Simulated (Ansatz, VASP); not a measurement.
## Two plane-wave programs on Ge

The input INCAR:

```
SYSTEM = Ge
  PREC = Accurate
  ENCUT = 520
  EDIFF = 1E-6
  ISMEAR = 0
  SIGMA = 0.15
  LREAL = .False.
  LASPH = .True.
  NELM = 60
  ALGO = Normal
  ISIF = 2
  LWAVE = .False.
  LCHARG = .False.
  GGA = PE
  NBANDS = 21
```

KPOINTS

```
Automatic mesh
0
Gamma
  18 18 18
  0 0 0
```

Contents of POSCAR:

```
Ge
1.0
    0.0000000000      2.8805347709      2.8805347709
    2.8805347709      0.0000000000      2.8805347709
    2.8805347709      2.8805347709      0.0000000000
Ge
2
Direct
    0.5347157760      0.4652842240      0.4652842240
    0.7152842240      0.7847157760      0.7847157760
```

Input for Ansatz:

```yaml
crystal:
  lattice:
    - [0.0, 2.8805347709, 2.8805347709]
    - [2.8805347709, 0.0, 2.8805347709]
    - [2.8805347709, 2.8805347709, 0.0]
  atoms:
    - { symbol: Ge, position: [0.534715776, 0.465284224, 0.465284224] }
    - { symbol: Ge, position: [0.715284224, 0.784715776, 0.784715776] }
basis:
  ecutwfc: 420
kpoints:
  mp_grid: { grid: [18, 18, 18] }
hamiltonian:
  xc: pbe
scf:
  occupations: { method: gaussian, width: 0.15 }
output:
  forces: true
  stress: true
  eigenvalues: true
  write_density: true
  write_potential: true
  elf: true
  volumetric_format: npy
```

Change from the starting cell: mode 4 (273.8 1/cm) frozen in, largest displacement -0.200 Å.

Alike in both runs: task single point; functional PBE; k mesh 18 × 18 × 18; occupations gaussian, width 0.15 eV; no spin polarisation.

|  | VASP | Ansatz |
| --- | --- | --- |
| version | VASP 6.6.1 | Ansatz 0.2.0 |
| potentials or method | VASP PAW PBE potentials, release 64 (Ge_d), cutoff 520 eV | scalar-relativistic, plane waves, PAW |
| valence electrons in the cell | 28 | 28 |

Ansatz gave:

| Quantity | Value |
| --- | --- |
| gap on the k mesh at the Fermi level (eV) | none |
| pressure (GPa) | 4.2 |
| traceless stress, the component that is largest in VASP (GPa) | -11.52 |
| rms of the force components (eV/Å) | 1.939 |

Problem. What did VASP give for the same quantities?

Solution. gap on the k mesh at the Fermi level (eV): none; pressure (GPa): 4.1; traceless stress, the component that is largest in VASP (GPa): -11.46; rms of the force components (eV/Å): 1.936.

Atom by atom the forces differ by 0.004 eV/Å (rms over components). A gap of «none» marks a metal or a gap that the smearing closes. The functional is the same, so the differences come from potentials, cutoffs and numerics.
